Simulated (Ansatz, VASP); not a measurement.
Sr6Sn2NO in VASP and in Ansatz

```
CELL_PARAMETERS angstrom
0.00000 5.21798 5.21798
5.21798 0.00000 5.21798
5.21798 5.21798 0.00000
ATOMIC_POSITIONS crystal
Sr 0.24796 0.75204 0.75204
Sr 0.24796 0.75204 0.24796
Sr 0.75204 0.24796 0.75204
Sr 0.75204 0.75204 0.24796
Sr 0.24796 0.24796 0.75204
Sr 0.75204 0.24796 0.24796
Sn 0.25000 0.25000 0.25000
Sn 0.75000 0.75000 0.75000
N 0.00000 0.00000 0.00000
O 0.50000 0.50000 0.50000
```

Alike in both runs: task single point; functional LDA; k mesh 4 × 4 × 4; occupations gaussian, width 0.05 eV; no spin polarisation.

|  | VASP | Ansatz |
| --- | --- | --- |
| version | VASP 6.6.1 | Ansatz 0.2.0 |
| potentials or method | VASP PAW LDA potentials, release 64 (Sr_sv, Sn_d, N, O), cutoff 520 eV | scalar-relativistic, plane waves, PAW |
| valence electrons in the cell | 99 | 99 |

|  | VASP | Ansatz | Ansatz less VASP |
| --- | --- | --- | --- |
| gap on the k mesh at the Fermi level (eV) | none | none | - |
| pressure (GPa) | -3.6 | -3.8 | -0.20 |
| rms of the force components (eV/Å) | 0.007 | 0.012 | +0.0054 |

LDA's correlation is that of Perdew and Zunger in VASP and of Perdew and Wang (1992) in Ansatz. Atom by atom the forces differ by 0.005 eV/Å (rms over components). A gap of «none» marks a metal or a gap that the smearing closes.
